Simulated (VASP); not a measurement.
# LiCl in VASP: a series of runs, part 2 of 2

VASP 6.6.1. Earlier steps stand in the parts before.

## Step 5: Single point, PBEsol (strained)

INCAR reads:

```
  PREC = Accurate
  ENCUT = 520
  EDIFF = 1E-6
  ISMEAR = 0
  SIGMA = 0.02
  LREAL = False
  LASPH = True
  NELM = 80
  ALGO = Normal
  ISIF = 2
  LWAVE = False
  LCHARG = False
  GGA = PS
  NBANDS = 12
```

KPOINTS reads:

```
regular mesh
0
Gamma
  8 8 8
```

POSCAR reads:

```
LiCl
1.0
    0.0000000000      2.5773016764      2.5773016764
    2.6285968764     -0.0512952000      2.6285968764
    2.5773016764      2.5773016764      0.0000000000
Li Cl
1 1
Direct
    0.0000000000      0.0000000000      0.0000000000
    0.5000000000      0.5000000000      0.5000000000
```

The run is started by

```console
cat potpaw_PBE.64/Li_sv/POTCAR potpaw_PBE.64/Cl/POTCAR > POTCAR
mpirun -np 1 vasp_std > vasp.out
```

Run time: 23 s. Hardware: 1 thread of AMD EPYC 7R43 (Zen 3), shared host; peak memory 0.12 GiB.

The run converged. Its results:

```
Free energy            : -7.6142 eV
Band gap on the k mesh : 5.83 eV, direct
```

Levels at points of the mesh, in eV from the valence-band top:
```
           k point  band 1  band 2  band 3  band 4  band 5  band 6  band 7  band 8  band 9  band 10
(0.00, 0.00, 0.00)  -42.96  -13.30   -0.17    0.00    0.00    5.83   11.41   11.87   11.87    14.01
(0.50, 0.00, 0.00)  -42.96  -12.76   -2.75   -0.37   -0.29    6.41    9.14    9.37   12.40    16.29
(0.00, 0.50, 0.00)  -42.96  -12.82   -2.78   -0.21   -0.21    6.59    9.52    9.52   12.09    16.50
(0.50, 0.50, 0.00)  -42.95  -12.55   -2.82   -1.18   -1.02    7.59    8.11   11.82   13.58    13.65
```

Caveat: the cell differs from its parent crystal (strained); the cutoff is under 1.25 times the usual one of these potentials, so pressure, stress and relaxed cells hold a basis-set (Pulay) error; the PAW data sets were made with another functional, which shifts forces and pressure a little. A k mesh can miss the band edges.

## Step 6: Single point, PBEsol

This run uses another cell than the first one, of 16.22 Å³/atom, 0.873 times its volume.

INCAR reads:

```
SYSTEM = LiCl
ALGO     = Normal         ! electronic algorithm
EDIFF    = 1E-6           ! SCF threshold, eV
ENCUT    = 520            ! plane-wave cutoff, eV
GGA      = PS             ! functional
ISIF     = 2              ! what is computed and relaxed
ISMEAR   = 0              ! smearing method
LASPH    = .True.         ! aspherical terms in the spheres
LCHARG   = .True.         ! write CHGCAR
LELF     = .True.         ! ELF
LREAL    = .False.        ! projectors in reciprocal space
LVHAR    = .True.       
LWAVE    = .False.        ! write WAVECAR
NBANDS   = 12             ! bands
NELM     = 60             ! most SCF steps
PREC     = Accurate       ! precision mode
SIGMA    = 0.02           ! smearing width, eV
```

KPOINTS reads:

```
k-points
0
Gamma
  8 8 8
  0 0 0
```

POSCAR reads:

```
LiCl
1.0
    0.0000000000      2.5314109853      2.5314109853
    2.5314109853      0.0000000000      2.5314109853
    2.5314109853      2.5314109853      0.0000000000
Li Cl
1 1
Direct
    0.0000000000      0.0000000000      0.0000000000
    0.5000000000      0.5000000000      0.5000000000
```

Potentials or basis: VASP PAW PBE potentials, release 64 (Li_sv, Cl).

The run is started by

```console
cat potpaw_PBE.64/Li_sv/POTCAR potpaw_PBE.64/Cl/POTCAR > POTCAR
mpirun -np 1 vasp_std > vasp.out
```

OUTCAR:

```text
SYSTEM = LiCl
   EDIFF = 1E-6
   ENCUT = 520
   GGA = PS
   ISIF = 2
   ISMEAR = 0
   LASPH = .True.
   LREAL = .False.
   NELM = 60
   PREC = Accurate

 ion  position               nearest neighbor table
   1  0.000  0.000  0.000-   2 2.53   2 2.53   2 2.53   2 2.53   2 2.53   2 2.53
   2  0.500  0.500  0.500-   1 2.53   1 2.53   1 2.53   1 2.53   1 2.53   1 2.53

  LATTYP: Found a face centered cubic cell.
 ALAT       =     5.0628219706

  Lattice vectors:

[... 550 lines left out ...]

  FORCE on cell =-STRESS in cart. coord.  units (eV):
  Direction    XX          YY          ZZ          XY          YZ          ZX
  --------------------------------------------------------------------------------------
  -------------------------------------------------------------------------------------
  Total       -0.0085073     -0.0085073     -0.0085073     -0.0000000      0.0000000      0.0000000
  in kB       -0.4201321     -0.4201321     -0.4201321     -0.0000000      0.0000000      0.0000000
  external PRESSURE =      -0.4201321 kB  Pullay stress =       0.0000000 kB

 VOLUME and BASIS-vectors are now :
 -----------------------------------------------------------------------------
  energy-cutoff  :      520.00
  volume of cell :       32.44
      direct lattice vectors                 reciprocal lattice vectors
     0.000000000  2.531410985  2.531410985    -0.197518302  0.197518302  0.197518302
     2.531410985  0.000000000  2.531410985     0.197518302 -0.197518302  0.197518302
     2.531410985  2.531410985  0.000000000     0.197518302  0.197518302 -0.197518302

 POSITION                                       TOTAL-FORCE (eV/Angst)
 -----------------------------------------------------------------------------------
      0.00000      0.00000      0.00000        -0.000000     -0.000000      0.000000
      2.53141      2.53141      2.53141         0.000000      0.000000      0.000000
 -----------------------------------------------------------------------------------
    total drift:                                0.000000      0.000000      0.000000

  FREE ENERGIE OF THE ION-ELECTRON SYSTEM (eV)
  ---------------------------------------------------
  free  energy   TOTEN  =        -7.6391278343 eV

  energy  without entropy=       -7.6391278343  energy(sigma->0) =       -7.63912783
```

OSZICAR:

```text
N       E                     dE             d eps       ncg     rms          rms(c)
DAV:   1     0.399399716868E+02    0.39940E+02   -0.41148E+03   696   0.764E+02
DAV:   2    -0.534475616451E+01   -0.45285E+02   -0.42934E+02   872   0.146E+02
DAV:   3    -0.762977146742E+01   -0.22850E+01   -0.22776E+01   940   0.338E+01
DAV:   4    -0.769050748715E+01   -0.60736E-01   -0.60702E-01   920   0.531E+00
DAV:   5    -0.769132408171E+01   -0.81659E-03   -0.81657E-03   944   0.545E-01    0.234E+00
DAV:   6    -0.763858342516E+01    0.52741E-01   -0.10087E-01   864   0.149E+00    0.158E+00
DAV:   7    -0.763736710648E+01    0.12163E-02   -0.33111E-02  1084   0.972E-01    0.758E-01
DAV:   8    -0.763911788601E+01   -0.17508E-02   -0.33189E-03   868   0.403E-01    0.108E-01
DAV:   9    -0.763910366072E+01    0.14225E-04   -0.13482E-04   880   0.805E-02    0.347E-02
DAV:  10    -0.763912710460E+01   -0.23444E-04   -0.41064E-05   828   0.450E-02    0.256E-02
DAV:  11    -0.763912783432E+01   -0.72973E-06   -0.50888E-06   848   0.145E-02
   1 F= -.76391278E+01 E0= -.76391278E+01  d E =-.499721E-23
```

stdout:

```text
POSCAR found type information on POSCAR LiCl
 POSCAR found :  2 types and       2 ions
 scaLAPACK will be used
 -----------------------------------------------------------------------------
|                                                                             |
|                                                                             |
|     You enforced a specific xc type in the INCAR file but a different       |
|     I HOPE YOU KNOW WHAT YOU ARE DOING!                                     |
|                                                                             |
 -----------------------------------------------------------------------------

 LDA part: xc-table for (Slater+PW92), standard interpolation
 POSCAR, INCAR and KPOINTS ok, starting setup
 FFT: planning ... GRIDC
 FFT: planning ... GRID_SOFT
 FFT: planning ... GRID
 WAVECAR not read
 entering main loop
```

Wall time 10 s (1 thread of AMD EPYC 7R13 (Zen 3), shared host); peak memory 0.12 GiB.

Results:

| Property | Result |
| --- | --- |
| Free energy | -7.6391 eV |
| Band gap on the k mesh | 6.37 eV, direct |

Caveat: the cutoff is under 1.25 times the usual one of these potentials, so pressure, stress and relaxed cells hold a basis-set (Pulay) error; the PAW data sets were made with another functional, which shifts forces and pressure a little. A k mesh can miss the band edges.

## Step 7: The runs side by side

```tsv
cell	gap on the mesh (eV)
a = 3.746 Å, angles 60.0°, 2 atoms	5.63
a = 3.749 Å, angles 60.0°, 2 atoms	5.62
a = 3.627 Å, angles 60.0°, 2 atoms	6.14
a = 3.645, b = 3.718 Å, angles 60.6, 60.0, 60.6°, 2 atoms	5.83
a = 3.580 Å, angles 60.0°, 2 atoms	6.37
```

Alike in all rows: task single point; level PBEsol; potentials or basis VASP PAW PBE potentials, release 64 (Li_sv, Cl); no spin polarisation; k mesh 8 × 8 × 8; cutoff (eV) 520; smearing gaussian 0.02 eV.

Caveats: the cutoff is under 1.25 times the usual one of these potentials, so pressure, stress and relaxed cells hold a basis-set (Pulay) error; the PAW data sets were made with another functional, which shifts forces and pressure a little.

Total energies depend on the potentials used, so only differences within one code and one set of settings carry meaning.
